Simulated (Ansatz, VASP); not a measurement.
Rh in VASP and in Ansatz

```
CELL_PARAMETERS angstrom
0.00000 1.99663 1.99663
1.99663 0.00000 1.99663
1.99663 1.99663 0.00000
ATOMIC_POSITIONS crystal
Rh 0.00000 0.00000 0.00000
```

Change from the starting cell: strain +0.050 along x and y, +0.050 along z, atoms carried along.

Alike in both runs: task single point; functional LDA; k mesh 22 × 22 × 22; occupations gaussian, width 0.15 eV; no spin polarisation.

```csv
,VASP,Ansatz
version,VASP 6.6.1,Ansatz 0.2.0
potentials or method,"VASP PAW LDA potentials, release 64 (Rh_pv), cutoff 520 eV","scalar-relativistic, plane waves, PAW"
valence electrons in the cell,15,17
```

|  | VASP | Ansatz | Ansatz less VASP |
| --- | --- | --- | --- |
| gap on the k mesh at the Fermi level (eV) | none | none | - |
| pressure (GPa) | -35.9 | -36.5 | -0.52 |

LDA's correlation is that of Perdew and Zunger in VASP and of Perdew and Wang (1992) in Ansatz. A gap of «none» marks a metal or a gap that the smearing closes. Both programs put the cell under strong tension, so it lies far from rest at this level. VASP's potentials hold 15 valence electrons a cell and Ansatz's 17, so a difference there can come from the potentials and not from the codes.

Noted on VASP's run: the cell as given lies far from equilibrium.
